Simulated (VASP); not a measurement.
A run of VASP 6.6.1:

File INCAR:

```
ALGO = Normal ; EDIFF = 1E-7
ENCUT = 520 ; GGA = PE
ISIF = 2 ; ISMEAR = 0
LASPH = True ; LCHARG = False
LREAL = False ; LWAVE = False
NBANDS = 29 ; NELM = 80
PREC = Accurate ; SIGMA = 0.1
```

The input KPOINTS:

```
k-points
0
Gamma
  8 8 8
```

File POSCAR:

```
Ti3Al2
1.0
    4.6793316807      0.0000000000      0.0000000000
    0.0000000000      4.6793316807      0.0000000000
    0.0000000000      0.0000000000      4.6793316807
Ti Al
3 2
Direct
    0.5000000000      0.0000000000      0.0000000000
    0.0000000000      0.5000000000      0.0000000000
    0.0000000000      0.0000000000      0.5000000000
    0.5000000000      0.5000000000      0.5000000000
    0.0000000000      0.0000000000      0.0000000000
```

Potentials or basis: VASP PAW PBE potentials, release 64 (Ti_sv, Al).

Run with:

```console
$ cat potpaw_PBE.64/Ti_sv/POTCAR potpaw_PBE.64/Al/POTCAR > POTCAR
$ mpirun -np 1 vasp_std > vasp.out
```

Hardware: 1 thread of Intel Xeon 8259CL (shared host).

Task: Estimate the wall time of this run.

Result: Run time: 3.2 min on 1 thread of Intel Xeon 8259CL, with other jobs on the host, peak memory 0.25 GiB. Counts: scf iterations 17, k points 35.
